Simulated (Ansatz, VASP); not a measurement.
# One calculation of W, two programs

```
W
1.0
    -1.57711    1.57711    1.57711
     1.57711   -1.57711    1.57711
     1.57711    1.57711   -1.57711
W
1
Direct
  0.00000 0.00000 0.00000
```

Alike in both runs: functional PBEsol; k mesh 20 × 20 × 20; occupations fermi-dirac, width 0.15 eV; no spin polarisation.

Ansatz relaxed the structure, and its values are those at the end. VASP's run is a single point on that final structure, the one shown.

```csv
,VASP,Ansatz
version,VASP 6.6.1,Ansatz 0.2.0
potentials or method,"VASP PAW PBE potentials, release 64 (W_sv), cutoff 500 eV","scalar-relativistic, plane waves, PAW"
valence electrons in the cell,14,14
```

Ansatz gave:

* gap on the k mesh at the Fermi level (eV): none
* pressure (GPa): 0.0

Q: Which values does VASP return?

A: gap on the k mesh at the Fermi level (eV): none; pressure (GPa): 0.6.

VASP's potentials were made for PBE, not for PBEsol. A gap of «none» marks a metal or a gap that the smearing closes. With one functional, cell and mesh, what is left measures potentials, basis and numerics.

Neither program's run includes spin-orbit coupling.
